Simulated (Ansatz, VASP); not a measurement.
# La2O3: VASP beside Ansatz

```
CELL_PARAMETERS angstrom
6.26678 0.00000 0.00000
-3.13339 5.42719 0.00000
0.00000 0.00000 3.29977
ATOMIC_POSITIONS crystal
La 0.33333 0.66667 0.50000
La 0.66667 0.33333 0.50000
O 0.49199 0.49199 0.00000
O 0.00000 0.50801 0.00000
O 0.50801 0.00000 0.00000
```

Alike in both runs: task single point; functional PBEsol; k mesh 3 × 3 × 6; no spin polarisation.

```csv
,VASP,Ansatz
version,VASP 6.6.1,Ansatz 0.2.0
potentials or method,"VASP PAW PBE potentials, release 64 (La, O)","plane waves, PAW"
plane-wave cutoff (eV),520,420
occupations,"gaussian, width 0.01 eV",fixed
valence electrons in the cell,40,40
```

|  | VASP | Ansatz | Ansatz less VASP |
| --- | --- | --- | --- |
| pressure (GPa) | -1.2 | -1.1 | +0.14 |
| traceless stress, the component that is largest in VASP (GPa) | -2.56 | -2.54 | +0.023 |

VASP's potentials were made for PBE, not for PBEsol.

Neither program's run includes spin-orbit coupling.
